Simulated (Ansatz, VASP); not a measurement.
# Two plane-wave programs on Ga2Sb2CO

INCAR

```
SYSTEM = Ga2Sb2CO
PREC     = Accurate       ! precision mode
ENCUT    = 520            ! plane-wave cutoff, eV
EDIFF    = 1E-6           ! SCF threshold, eV
ISMEAR   = 0              ! smearing method
SIGMA    = 0.1            ! smearing width, eV
LREAL    = .False.        ! projectors in reciprocal space
LASPH    = .True.         ! aspherical terms in the spheres
NELM     = 100            ! most SCF steps
ALGO     = Normal         ! electronic algorithm
ISIF     = 2              ! what is computed and relaxed
LWAVE    = .False.        ! write WAVECAR
LCHARG   = .False.        ! write CHGCAR
LDIPOL   = .True.       
IDIPOL   = 3            
DIPOL    = 0.5 0.5 0.352
GGA      = PE             ! functional
IVDW     = 12             ! dispersion correction
NBANDS   = 32             ! bands
```

File KPOINTS:

```
Automatic mesh
0
Gamma
  6 6 1
  0 0 0
```

File POSCAR:

```
Ga2Sb2CO
1.0
    4.3343814647      0.0000000000      0.0000000000
   -2.1671907324      3.7536844581      0.0000000000
    0.0000000000      0.0000000000     23.6197422994
Sb Ga O C
2 2 1 1
Direct
    0.0000000000      0.0000000000      0.1693498578
    0.3333333333      0.6666666667      0.3259656336
    0.3333333333      0.6666666667      0.2068080104
    0.6666666667      0.3333333333      0.3585874135
    1.1111111111      1.2222222222      0.5025347927
    1.1111111111      1.2222222222      0.5512228768
```

Input for Ansatz:

```yaml
crystal:
  lattice:
    - [4.3343814647, 0.0, 0.0]
    - [-2.1671907324, 3.7536844581, 0.0]
    - [0.0, 0.0, 23.6197422994]
  atoms:
    - { symbol: Sb, position: [0.0, 0.0, 0.1693498578] }
    - { symbol: Ga, position: [0.3333333333, 0.6666666667, 0.2068080104] }
    - { symbol: Sb, position: [0.3333333333, 0.6666666667, 0.3259656336] }
    - { symbol: Ga, position: [0.6666666667, 0.3333333333, 0.3585874135] }
    - { symbol: O, position: [1.1111111111, 1.2222222222, 0.5025347927] }
    - { symbol: C, position: [1.1111111111, 1.2222222222, 0.5512228768] }
basis:
  ecutwfc: 420
kpoints:
  mp_grid: { grid: [6, 6, 1] }
hamiltonian:
  xc: pbe
  pseudopotentials: { kind: paw, azcp: { folder: soft_1 } }
  dispersion: d3bj
scf:
  occupations: { method: gaussian, width: 0.1 }
output:
  forces: true
  eigenvalues: true
efield:
  axis: 3
  dipole_correction: true
  ramp_width: 0.04
```

Alike in both runs: task single point; functional PBE; dispersion D3(BJ); k mesh 6 × 6 × 1; occupations gaussian, width 0.1 eV; no spin polarisation.

|  | VASP | Ansatz |
| --- | --- | --- |
| version | VASP 6.6.1 | Ansatz 0.2.0 |
| potentials or method | VASP PAW PBE potentials, release 64 (Sb, Ga_d, O, C), cutoff 520 eV | scalar-relativistic, plane waves, PAW |
| valence electrons in the cell | 46 | 66 |

|  | VASP | Ansatz | Ansatz less VASP |
| --- | --- | --- | --- |
| gap on the k mesh at the Fermi level (eV) | 0.04 | 0.03 | -0.004 |
| least direct gap on the mesh (eV) | 0.15 | 0.15 | +0.005 |
| rms of the force components (eV/Å) | 0.234 | 0.502 | +0.2682 |

One of these differences is far larger than is usual between the two programs; its cause wasn't traced. VASP's potentials hold 46 valence electrons a cell and Ansatz's 66, so a difference there can come from the potentials and not from the codes.

Neither program's run includes spin-orbit coupling. Noted on VASP's run: the standard files for N, O and F lose accuracy on very short bonds.
